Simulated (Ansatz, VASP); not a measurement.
# Ti in VASP and in Ansatz

File INCAR:

```
PREC = Accurate
ENCUT = 520
EDIFF = 1E-7
ISMEAR = 0
SIGMA = 0.15
LREAL = F
LASPH = T
NELM = 100
ALGO = Fast
ISIF = 2
LWAVE = F
LCHARG = F
GGA = PS
NBANDS = 12
```

Contents of KPOINTS:

```
Automatic mesh
0
Gamma
  10 10 10
```

POSCAR

```
Ti
1.0
    0.0000000000      2.0300000000      2.0604500000
    2.0300000000      0.0000000000      2.0604500000
    2.0300000000      2.0300000000      0.0000000000
Ti
1
Direct
    0.0000000000      0.0000000000      0.0000000000
```

Input for Ansatz:

```yaml
crystal:
  lattice:
    - [0.0, 2.03, 2.06045]
    - [2.03, 0.0, 2.06045]
    - [2.03, 2.03, 0.0]
  atoms:
    - { symbol: Ti, position: [0.0, 0.0, 0.0] }
basis:
  ecutwfc: 420
kpoints:
  mp_grid: { grid: [10, 10, 10] }
hamiltonian:
  xc: pbesol
scf:
  occupations: { method: gaussian, width: 0.15 }
output:
  forces: true
  stress: true
  eigenvalues: true
```

Change from the starting cell: strain +0.000 along x and y, +0.015 along z, atoms carried along.

Alike in both runs: task single point; functional PBEsol; k mesh 10 × 10 × 10; occupations gaussian, width 0.15 eV; no spin polarisation.

```csv
,VASP,Ansatz
version,VASP 6.6.1,Ansatz 0.2.0
potentials or method,"VASP PAW PBE potentials, release 64 (Ti_sv), cutoff 520 eV","scalar-relativistic, plane waves, PAW"
valence electrons in the cell,12,12
```

```tsv
	VASP	Ansatz	Ansatz less VASP
gap on the k mesh at the Fermi level (eV)	none	none	-
pressure (GPa)	-2.3	-2.0	+0.26
traceless stress, the component that is largest in VASP (GPa)	-0.43	-0.42	+0.003
```

VASP's potentials were made for PBE, not for PBEsol. A gap of «none» marks a metal or a gap that the smearing closes. With one functional, cell and mesh, what is left measures potentials, basis and numerics.
